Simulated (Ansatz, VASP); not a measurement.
Al2InN3: VASP beside Ansatz

Contents of INCAR:

```
SYSTEM = Al2InN3
  PREC = Accurate
  ENCUT = 520
  EDIFF = 1E-6
  ISMEAR = 0
  SIGMA = 0.05
  LREAL = .False.
  LASPH = .True.
  NELM = 100
  ALGO = Normal
  ISIF = 2
  LWAVE = .False.
  LCHARG = .True.
  GGA = PE
  LELF = .True.
  LVHAR = .True.
  NBANDS = 46
```

The input KPOINTS:

```
regular mesh
0
Gamma
  6 6 6
  0 0 0
```

POSCAR

```
Al2InN3
1.0
    4.6556651559     -2.9010721653      0.0000000000
    4.6556651559      2.9010721653      0.0000000000
    0.0000000000      0.0000000000      4.9705249091
Al In N
4 2 6
Direct
    0.0084427086      0.3348641725      0.9917411822
    0.6651358275      0.9915572914      0.9917411822
    0.9915572914      0.6651358275      0.4917411822
    0.3348641725      0.0084427086      0.4917411822
    0.3220722962      0.6779277038      0.9869930315
    0.6779277038      0.3220722962      0.4869930315
    0.0367610679      0.3336262977      0.3556963910
    0.6663737023      0.9632389321      0.3556963910
    0.9632389321      0.6663737023      0.8556963910
    0.3336262977      0.0367610679      0.8556963910
    0.2982358752      0.7017641248      0.4061317922
    0.7017641248      0.2982358752      0.9061317922
```

Input for Ansatz:

```yaml
crystal:
  lattice:
    - [4.6556651559, -2.9010721653, 0.0]
    - [4.6556651559, 2.9010721653, 0.0]
    - [0.0, 0.0, 4.9705249091]
  atoms:
    - { symbol: Al, position: [0.0084427086, 0.3348641725, 0.9917411822] }
    - { symbol: Al, position: [0.6651358275, 0.9915572914, 0.9917411822] }
    - { symbol: Al, position: [0.9915572914, 0.6651358275, 0.4917411822] }
    - { symbol: Al, position: [0.3348641725, 0.0084427086, 0.4917411822] }
    - { symbol: In, position: [0.3220722962, 0.6779277038, 0.9869930315] }
    - { symbol: In, position: [0.6779277038, 0.3220722962, 0.4869930315] }
    - { symbol: "N", position: [0.0367610679, 0.3336262977, 0.355696391] }
    - { symbol: "N", position: [0.6663737023, 0.9632389321, 0.355696391] }
    - { symbol: "N", position: [0.9632389321, 0.6663737023, 0.855696391] }
    - { symbol: "N", position: [0.3336262977, 0.0367610679, 0.855696391] }
    - { symbol: "N", position: [0.2982358752, 0.7017641248, 0.4061317922] }
    - { symbol: "N", position: [0.7017641248, 0.2982358752, 0.9061317922] }
basis:
  ecutwfc: 520.0
kpoints:
  mp_grid: { grid: [6, 6, 6] }
hamiltonian:
  xc: pbe
  pseudopotentials: { kind: paw, azcp: { folder: soft_1 } }
scf:
  occupations: { method: gaussian, width: 0.05 }
output:
  forces: true
  stress: true
  eigenvalues: true
```

Change from the starting cell: volume 11.189 Å^3 an atom, stretch along b over the lengths across it, relative to the relaxed cell 1.0835.

Alike in both runs: task single point; functional PBE; k mesh 6 × 6 × 6; occupations gaussian, width 0.05 eV; no spin polarisation.

|  | VASP | Ansatz |
| --- | --- | --- |
| version | VASP 6.6.1 | Ansatz 0.2.0 |
| potentials or method | VASP PAW PBE potentials, release 64 (Al, In_d, N), cutoff 520 eV | scalar-relativistic, plane waves, PAW |
| valence electrons in the cell | 68 | 68 |

Ansatz gave:

* gap on the k mesh at the Fermi level (eV): 2.51
* least direct gap on the mesh (eV): 2.51
* pressure (GPa): 17.8
* traceless stress, the component that is largest in VASP (GPa): -17.90
* rms of the force components (eV/Å): 0.592

Estimate VASP's values.

gap on the k mesh at the Fermi level (eV): 2.51; least direct gap on the mesh (eV): 2.51; pressure (GPa): 17.8; traceless stress, the component that is largest in VASP (GPa): -18.01; rms of the force components (eV/Å): 0.595.

Atom by atom the forces differ by 0.009 eV/Å (rms over components).
